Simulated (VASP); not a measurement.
# MgZnS (P4/nmm) in VASP: further runs

Runs on MgZnS. Level: PBE. Tasks: relaxation of cell and atoms.

Program: VASP 6.6.1. These are calculated values, not measurements. Logs are shortened: lines on timing, memory, paths and dates and some standing lists are left out, and cuts for length are marked.

## 1. The cell of the first run

It takes space group P4/nmm (No. 129, tetragonal). The conventional cell has a = 3.642 Å, b = 3.642 Å, c = 8.159 Å, α = 90.00°, β = 90.00°, γ = 90.00°. Mg (site symmetry 4mm) has 5 S at 2.58 to 2.70 Å and 5 Zn at 2.97 to 3.51 Å and 8 Mg at 3.64 to 3.80 Å within 3.9 Å. Zn (site symmetry 4mm) has 1 S at 2.49 Å and 4 Zn at 2.64 Å and 1 Mg at 2.97 Å within 3.3 Å. S (site symmetry 4mm) has 1 Zn at 2.49 Å and 5 Mg at 2.58 to 2.70 Å within 3.3 Å.

## 2. Relaxation of cell and atoms, PBE

The input, INCAR:

```
SYSTEM = MgZnS
PREC = Accurate
ENCUT = 600
EDIFF = 1E-7
ISMEAR = 0
SIGMA = 0.1
LREAL = .False.
LASPH = .True.
NELM = 120
ALGO = Normal
ISIF = 3
LWAVE = .False.
LCHARG = .False.
GGA = PE
IBRION = 2
NSW = 80
EDIFFG = -0.001
GGA_COMPAT = .False.
NELMIN = 4
```

The input, KPOINTS:

```
Automatic mesh
0
Gamma
  8 8 4
  0 0 0
```

The input, POSCAR:

```
MgZnS
1.0
    3.6419124339      0.0000000000      0.0000000000
    0.0000000000      3.6419124339      0.0000000000
    0.0000000000      0.0000000000      8.1594203713
Mg Zn S
2 2 2
Direct
    0.5000000000      0.0000000000      0.8284927710
    0.0000000000      0.5000000000      0.1715072290
    0.0000000000      0.5000000000      0.5359909422
    0.5000000000      0.0000000000      0.4640090578
    0.0000000000      0.5000000000      0.8410113420
    0.5000000000      0.0000000000      0.1589886580
```

Potentials or basis: VASP PAW PBE potentials, release 64 (Mg, Zn, S).

Started as:

```sh
cat potpaw_PBE.64/Mg/POTCAR potpaw_PBE.64/Zn/POTCAR potpaw_PBE.64/S/POTCAR > POTCAR
mpirun -np 1 vasp_std > vasp.out
```

OUTCAR:

```text
SYSTEM = MgZnS
   PREC = Accurate
   ENCUT = 600
   EDIFF = 1E-7
   ISMEAR = 0
   LREAL = .False.
   LASPH = .True.
   NELM = 120
   ISIF = 3
   GGA = PE
   IBRION = 2
   NSW = 80
   EDIFFG = -0.001
   NELMIN = 4

 ion  position               nearest neighbor table
   1  0.500  0.000  0.828-   5 2.58   5 2.58   5 2.58   5 2.58   6 2.70   4 2.97
   2  0.000  0.500  0.172-   6 2.58   6 2.58   6 2.58   6 2.58   5 2.70   3 2.97
   3  0.000  0.500  0.536-   5 2.49   4 2.64   4 2.64   4 2.64   4 2.64   2 2.97
   4  0.500  0.000  0.464-   6 2.49   3 2.64   3 2.64   3 2.64   3 2.64   1 2.97
   5  0.000  0.500  0.841-   3 2.49   1 2.58   1 2.58   1 2.58   1 2.58   2 2.70
   6  0.500  0.000  0.159-   4 2.49   2 2.58   2 2.58   2 2.58   2 2.58   1 2.70

  LATTYP: Found a simple tetragonal cell.
 ALAT       =     3.6419124339
 C/A-ratio  =     2.2404218990

  Lattice vectors:

 A1 = (   3.6419124339,   0.0000000000,   0.0000000000)
 A2 = (   0.0000000000,   3.6419124339,   0.0000000000)
 A3 = (   0.0000000000,   0.0000000000,   8.1594203713)

Analysis of symmetry for initial positions (statically):
=====================================================================
 Subroutine PRICEL returns:
 Original cell was already a primitive cell.

 Routine SETGRP: Setting up the symmetry group for a
 simple tetragonal supercell.

 Subroutine GETGRP returns: Found 16 space group operations
 (whereof  8 operations were pure point group operations)
 out of a pool of 16 trial point group operations.

The static configuration has the point symmetry D_2d.
 The point group associated with its full space group is D_4h.

Analysis of symmetry for dynamics (positions and initial velocities):
=====================================================================
 Subroutine PRICEL returns:
 Original cell was already a primitive cell.

 Routine SETGRP: Setting up the symmetry group for a
 simple tetragonal supercell.

 Subroutine GETGRP returns: Found 16 space group operations
 (whereof  8 operations were pure point group operations)
 out of a pool of 16 trial point group operations.

The dynamic configuration has the point symmetry D_2d.
 The point group associated with its full space group is D_4h.

 Subroutine INISYM returns: Found 16 space group operations
 (whereof  8 operations are pure point group operations),
 and found     1 'primitive' translations

----------------------------------------------------------------------------------------

[... 124 lines left out ...]
   LORBIT       =      0    0 simple, 1 ext, 2 COOP (PROOUT), +10 PAW based schemes
   GGA     = PE    functional components
   LHFCALC =     F    Hartree Fock is set to
   AEXX    =    0.0000 exact exchange contribution
   IVDW    =     0    specifies the selected vdW correction
   LEPSILON=     F    determine dielectric tensor
   LRPA    =     F    only Hartree local field effects (RPA)
 conjugate gradient relaxation of ions
 non-spin polarized calculation
 Gauss-broadening in eV      SIGMA  =   0.10
  energy-cutoff  :      600.00
  volume of cell :      108.22
 maximum number of plane-waves:      3632
 NGX is ok and might be reduce to    30
   NGX = 15   NGY = 15   NGZ = 33

--------------------------------------- Ionic step        1  -------------------------------------------

 number of electron      39.9999984 magnetization

 Free energy of the ion-electron system (eV)
  ---------------------------------------------------
  ext. energy  EPLUGINS =         0.00000000
  ---------------------------------------------------
  free energy    TOTEN  =       -18.14515644 eV

  energy without entropy =      -18.13998101  energy(sigma->0) =      -18.14256873

------------------------ aborting loop because EDIFF is reached ----------------------------------------

  FORCE on cell =-STRESS in cart. coord.  units (eV):
  Direction    XX          YY          ZZ          XY          YZ          ZX
  --------------------------------------------------------------------------------------
  -------------------------------------------------------------------------------------
  Total       -0.1018127     -0.1018127     -0.0254671      0.0000000      0.0000000      0.0000000
  in kB       -1.5072803     -1.5072803     -0.3770269      0.0000000      0.0000000      0.0000000
  external PRESSURE =      -1.1305292 kB  Pullay stress =       0.0000000 kB
[... 101 lines left out ...]
  FREE ENERGIE OF THE ION-ELECTRON SYSTEM (eV)
  ---------------------------------------------------
  free  energy   TOTEN  =       -18.1453184186 eV

  energy  without entropy=      -18.1401518558  energy(sigma->0) =      -18.14273514

[... ionic steps 4 to 8 ...]

--------------------------------------- Ionic step        9  -------------------------------------------

 number of electron      39.9999983 magnetization

------------------------ aborting loop because EDIFF is reached ----------------------------------------
[... 75 lines left out ...]
--------------------------------------- Ionic step       11  -------------------------------------------

 number of electron      39.9999983 magnetization

 Free energy of the ion-electron system (eV)
  ---------------------------------------------------
  ext. energy  EPLUGINS =         0.00000000
  ---------------------------------------------------
  free energy    TOTEN  =       -18.14534231 eV

  energy without entropy =      -18.14019386  energy(sigma->0) =      -18.14276809

 E-fermi :   4.4918     XC(G=0):  -9.9445

 val. band max:        4.4357588251   @ k =   0.5000   0.3750   0.0000
 cond. band min:       4.5476293694   @ k =   0.5000   0.3750   0.2500
 fundamental gap:      0.1118705443
 Fermi energy:         4.4917713107

 k-point     1 :       0.0000    0.0000    0.0000
  band No.  band energies     occupation
      1     -10.1529      2.00000
      2      -9.3300      2.00000
      3      -3.6186      2.00000
      4      -3.3078      2.00000
      5      -3.3027      2.00000
      6      -3.1073      2.00000
[... 637 lines left out ...]
     23       8.2656      0.00000
     24       8.2656      0.00000

 [... further k-points ...]

------------------------ aborting loop because EDIFF is reached ----------------------------------------

  FORCE on cell =-STRESS in cart. coord.  units (eV):
  Direction    XX          YY          ZZ          XY          YZ          ZX
  --------------------------------------------------------------------------------------
  -------------------------------------------------------------------------------------
  Total       -0.0037573     -0.0037573      0.0011276      0.0000000      0.0000000      0.0000000
  in kB       -0.0557209     -0.0557209      0.0167229      0.0000000      0.0000000      0.0000000
  external PRESSURE =      -0.0315730 kB  Pullay stress =       0.0000000 kB
[... 21 lines left out ...]
  FREE ENERGIE OF THE ION-ELECTRON SYSTEM (eV)
  ---------------------------------------------------
  free  energy   TOTEN  =       -18.1453423097 eV

  energy  without entropy=      -18.1401938616  energy(sigma->0) =      -18.14276809

 reached required accuracy - stopping structural energy minimisation
```

It took 6.8 min on 1 thread of Intel Xeon 6975P-C (Granite Rapids), shared host; peak memory 0.34 GiB.

Results:

* Free energy: -18.1453 eV
* Relaxed volume: 18.01 Å³/atom
* Relaxed cell: a = 3.639 Å, b = 3.639 Å, c = 8.157 Å, α = 90.00°, β = 90.00°, γ = 90.00°
* Space group after relaxing (to 0.1 Å): P4/nmm (No. 129)
* Energy gained by relaxing: 0.0 meV/atom
* Ionic steps: 11
* Pressure after relaxing: 0.0 GPa
* Band gap on the k mesh: zero (bands 20 and 21 overlap by 2.43 eV)

The path:
```tsv
step	energy change (eV)	largest force (eV/Å)	pressure (GPa)	volume (Å³)
1	0.0000	0.0266	-0.11	108.22
2	-0.0002	0.0137	0.01	108.02
3	-0.0002	0.0110	0.05	107.99
4	-0.0002	0.0119	0.02	108.00
5	-0.0002	0.0116	0.03	107.99
6	-0.0002	0.0044	0.00	108.03
7	-0.0002	0.0011	0.00	108.05
8	-0.0002	0.0012	0.00	108.05
9	-0.0002	0.0011	0.00	108.04
10	-0.0002	0.0010	-0.01	108.04
11	-0.0002	0.0009	0.00	108.04
```

Final structure:
```yaml
crystal:
  lattice:
    - [3.63930, 0.00000, 0.00000]
    - [0.00000, 3.63930, 0.00000]
    - [0.00000, 0.00000, 8.15716]
  atoms:
    - { symbol: Mg, position: [0.50000, 0.00000, 0.82841] }
    - { symbol: Mg, position: [0.00000, 0.50000, 0.17159] }
    - { symbol: Zn, position: [0.00000, 0.50000, 0.53580] }
    - { symbol: Zn, position: [0.50000, 0.00000, 0.46420] }
    - { symbol: S, position: [0.00000, 0.50000, 0.84135] }
    - { symbol: S, position: [0.50000, 0.00000, 0.15865] }
```

Levels at points of the mesh, in eV from the Fermi level:
```
           k point  band 18  band 19  band 20  band 21  band 22  band 23
(0.00, 0.00, 0.00)    -2.65    -2.65     1.09     1.68     1.98     2.83
(0.50, 0.00, 0.00)    -2.75    -2.25    -2.25     1.75     1.75     3.81
(0.50, 0.50, 0.00)    -4.25    -1.45    -1.45    -1.34    -1.34     2.49
(0.00, 0.00, 0.50)    -2.74    -2.19    -0.22     1.23     2.88     3.19
(0.50, 0.00, 0.50)    -3.29    -2.75    -2.75     2.95     2.95     3.50
(0.50, 0.50, 0.50)    -4.26    -0.94    -0.94    -0.87    -0.87     0.78
```

## 3. Relaxation of cell and atoms, PBE

This run uses another cell than the first one, of 18.08 Å³/atom.

The input, INCAR:

```
ALGO     = Normal         # electronic algorithm
EDIFF    = 1E-7           # SCF threshold, eV
EDIFFG   = -0.01          # ionic threshold
ENCUT    = 600            # plane-wave cutoff, eV
GGA      = PE             # functional
GGA_COMPAT= False        
IBRION   = 2              # ionic algorithm
ISIF     = 3              # what is computed and relaxed
ISMEAR   = 0              # smearing method
LASPH    = True           # aspherical terms in the spheres
LCHARG   = False          # write CHGCAR
LREAL    = False          # projectors in reciprocal space
LWAVE    = False          # write WAVECAR
NELM     = 120            # most SCF steps
NELMIN   = 4            
NSW      = 100            # ionic steps
PREC     = Accurate       # precision mode
SIGMA    = 0.1            # smearing width, eV
```

The input, KPOINTS:

```
k-points
0
Gamma
  8 8 4
```

The input, POSCAR:

```
MgZnS
1.0
    3.6356108006      0.0000000000      0.0000000000
    0.0000000000      3.6356108006      0.0000000000
    0.0000000000      0.0000000000      8.2073288280
Mg Zn S
2 2 2
Direct
    0.5000000000      0.0000000000      0.8309582182
    0.0000000000      0.5000000000      0.1690417818
    0.0000000000      0.5000000000      0.5346832735
    0.5000000000      0.0000000000      0.4653167265
    0.0000000000      0.5000000000      0.8415996897
    0.5000000000      0.0000000000      0.1584003103
```

Potentials or basis: VASP PAW PBE potentials, release 64 (Mg, Zn, S).

Started as:

```sh
cat potpaw_PBE.64/Mg/POTCAR potpaw_PBE.64/Zn/POTCAR potpaw_PBE.64/S/POTCAR > POTCAR
mpirun -np 1 vasp_std > vasp.out
```

OUTCAR:

```text
EDIFF = 1E-7
   EDIFFG = -0.01
   ENCUT = 600
   GGA = PE
   IBRION = 2
   ISIF = 3
   ISMEAR = 0
   LASPH = True
   LREAL = False
   NELM = 120
   NELMIN = 4
   NSW = 100
   PREC = Accurate

 ion  position               nearest neighbor table
   1  0.500  0.000  0.831-   5 2.57   5 2.57   5 2.57   5 2.57   6 2.69   4 3.00
   2  0.000  0.500  0.169-   6 2.57   6 2.57   6 2.57   6 2.57   5 2.69   3 3.00
   3  0.000  0.500  0.535-   5 2.52   4 2.63   4 2.63   4 2.63   4 2.63   2 3.00
   4  0.500  0.000  0.465-   6 2.52   3 2.63   3 2.63   3 2.63   3 2.63   1 3.00
   5  0.000  0.500  0.842-   3 2.52   1 2.57   1 2.57   1 2.57   1 2.57   2 2.69
   6  0.500  0.000  0.158-   4 2.52   2 2.57   2 2.57   2 2.57   2 2.57   1 2.69

  LATTYP: Found a simple tetragonal cell.
 ALAT       =     3.6356108006
 C/A-ratio  =     2.2574827940

  Lattice vectors:

 A1 = (   3.6356108006,   0.0000000000,   0.0000000000)
 A2 = (   0.0000000000,   3.6356108006,   0.0000000000)
 A3 = (   0.0000000000,   0.0000000000,   8.2073288280)

Analysis of symmetry for initial positions (statically):
=====================================================================
 Subroutine PRICEL returns:
 Original cell was already a primitive cell.

 Routine SETGRP: Setting up the symmetry group for a
 simple tetragonal supercell.

 Subroutine GETGRP returns: Found 16 space group operations
 (whereof  8 operations were pure point group operations)
 out of a pool of 16 trial point group operations.
[... 296 lines left out ...]

 number of electron      39.9999982 magnetization

------------------------ aborting loop because EDIFF is reached ----------------------------------------
[... 75 lines left out ...]
--------------------------------------- Ionic step       12  -------------------------------------------

 number of electron      39.9999983 magnetization

 Free energy of the ion-electron system (eV)
  ---------------------------------------------------
  ext. energy  EPLUGINS =         0.00000000
  ---------------------------------------------------
  free energy    TOTEN  =       -18.14537305 eV

  energy without entropy =      -18.14022107  energy(sigma->0) =      -18.14279706

 E-fermi :   4.4891     XC(G=0):  -9.9438

 val. band max:        4.4332730675   @ k =   0.5000   0.3750   0.0000
 cond. band min:       4.5449044667   @ k =   0.5000   0.3750   0.2500
 fundamental gap:      0.1116313992
 Fermi energy:         4.4891248564

 k-point     1 :       0.0000    0.0000    0.0000
  band No.  band energies     occupation
      1     -10.1516      2.00000
      2      -9.3307      2.00000
      3      -3.6211      2.00000
      4      -3.3104      2.00000
      5      -3.3051      2.00000
      6      -3.1083      2.00000
[... 637 lines left out ...]
     23       8.2633      0.00000
     24       8.2633      0.00000

 [... further k-points ...]

------------------------ aborting loop because EDIFF is reached ----------------------------------------

  FORCE on cell =-STRESS in cart. coord.  units (eV):
  Direction    XX          YY          ZZ          XY          YZ          ZX
  --------------------------------------------------------------------------------------
  -------------------------------------------------------------------------------------
  Total       -0.0271822     -0.0271822     -0.0348956      0.0000000      0.0000000      0.0000000
  in kB       -0.4030494     -0.4030494     -0.5174211      0.0000000      0.0000000      0.0000000
  external PRESSURE =      -0.4411733 kB  Pullay stress =       0.0000000 kB
[... 21 lines left out ...]
  FREE ENERGIE OF THE ION-ELECTRON SYSTEM (eV)
  ---------------------------------------------------
  free  energy   TOTEN  =       -18.1453730478 eV

  energy  without entropy=      -18.1402210710  energy(sigma->0) =      -18.14279706

 reached required accuracy - stopping structural energy minimisation
```

It took 11 min on 1 thread of Intel Xeon 6975P-C (Granite Rapids), shared host; peak memory 0.34 GiB.

What came out:

| Quantity | Value |
| --- | --- |
| Free energy | -18.1454 eV |
| Relaxed volume | 18.01 Å³/atom |
| Relaxed cell | a = 3.639 Å, b = 3.639 Å, c = 8.159 Å, α = 90.00°, β = 90.00°, γ = 90.00° |
| Space group after relaxing (to 0.1 Å) | P4/nmm (No. 129) |
| Energy gained by relaxing | 0.4 meV/atom |
| Ionic steps | 12 |
| Pressure after relaxing | 0.0 GPa |
| Largest force after relaxing | 0.005 eV/Å |
| Band gap on the k mesh | zero (bands 20 and 21 overlap by 2.43 eV) |

Forces on the atoms (eV/Å):
```
Mg   0.000  0.000  0.002
Mg   0.000  0.000 -0.002
Zn   0.000  0.000  0.005
Zn   0.000  0.000 -0.005
S    0.000  0.000  0.003
S    0.000  0.000 -0.003
```

The path:
```tsv
step	energy change (eV)	largest force (eV/Å)	pressure (GPa)	volume (Å³)
1	0.0000	0.0498	-0.11	108.48
2	-0.0012	0.0270	-0.04	108.28
3	-0.0015	0.0310	0.03	108.12
4	-0.0015	0.0308	0.03	108.13
5	-0.0016	0.0262	0.00	108.18
6	-0.0018	0.0136	-0.13	108.34
7	-0.0018	0.0119	-0.12	108.31
8	-0.0020	0.0121	-0.06	108.20
9	-0.0021	0.0178	0.03	108.00
10	-0.0021	0.0173	0.03	108.01
11	-0.0021	0.0140	0.00	108.02
12	-0.0022	0.0047	-0.04	108.05
```

Final structure:
```xyz
6
Lattice="3.6392 0.0000 0.0000 0.0000 3.6392 0.0000 0.0000 0.0000 8.1587" Properties=species:S:1:pos:R:3 pbc="T T T"
Mg    1.8196    0.0000    6.7577
Mg    0.0000    1.8196    1.4011
Zn    0.0000    1.8196    4.3710
Zn    1.8196    3.6392    3.7878
S     0.0000    1.8196    6.8638
S     1.8196    0.0000    1.2949
```

Levels at points of the mesh, in eV from the Fermi level:
```
           k point  band 18  band 19  band 20  band 21  band 22  band 23
(0.00, 0.00, 0.00)    -2.65    -2.65     1.09     1.68     1.98     2.83
(0.50, 0.00, 0.00)    -2.75    -2.25    -2.25     1.75     1.75     3.82
(0.50, 0.50, 0.00)    -4.24    -1.45    -1.45    -1.34    -1.34     2.49
(0.00, 0.00, 0.50)    -2.74    -2.19    -0.22     1.23     2.88     3.19
(0.50, 0.00, 0.50)    -3.28    -2.75    -2.75     2.95     2.95     3.50
(0.50, 0.50, 0.50)    -4.26    -0.94    -0.94    -0.87    -0.87     0.78
```

The gap in the log of VASP goes by the Fermi energy; the results here count the filled bands.